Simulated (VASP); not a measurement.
Write the native input for VASP 6.6.1 that does the following.

- Task: single point
- Functional: BLYP
- Potentials or basis: VASP PAW PBE potentials, release 64 (Na_pv)
- Cutoff: 520 eV
- k mesh: 16 × 16 × 9
- Occupations: fermi-dirac, width 0.1 eV
- Spin: no spin polarisation
- Dipole correction: no
- Further INCAR settings: ALGO = Normal; EDIFF = 1e-06; NBANDS = 14

The structure of Na lies in POSCAR:

```
Na
1.0
    3.7577119841      0.0000000000      0.0000000000
   -1.8788559921      3.2542740383      0.0000000000
    0.0000000000      0.0000000000      6.1285704429
Na
2
Direct
    0.3333333333      0.6666666667      0.2500000000
    0.6666666667      0.3333333333      0.7500000000
```

This isn't the form of Na at room conditions, which is bcc.

These files were run (other wordings do the same):

INCAR

```
PREC = Accurate
ENCUT = 520
EDIFF = 1E-6
ISMEAR = -1
SIGMA = 0.1
LREAL = False
LASPH = True
NELM = 100
ALGO = Normal
ISIF = 2
LWAVE = False
LCHARG = False
GGA = B5
ALDAX = 1.0
AGGAX = 1.0
AGGAC = 1.0
ALDAC = 0.0
NBANDS = 14
```

KPOINTS

```
Automatic mesh
0
Gamma
  16 16 9
```

Potentials or basis: VASP PAW PBE potentials, release 64 (Na_pv).

Command:

```console
$ cat potpaw_PBE.64/Na_pv/POTCAR > POTCAR
$ mpirun -np 1 vasp_std > vasp.out
```

Results of the run:

```
Pressure               : 0.0 GPa
Band gap on the k mesh : zero (bands 7 and 8 overlap by 3.61 eV)
```

Caveat: the PAW data sets were made with another functional, which shifts forces and pressure a little.

Wall time 67 s on 1 thread of Intel(R) Xeon(R) Platinum 8488C (Sapphire Rapids), with other jobs on the host, peak memory 0.25 GiB.
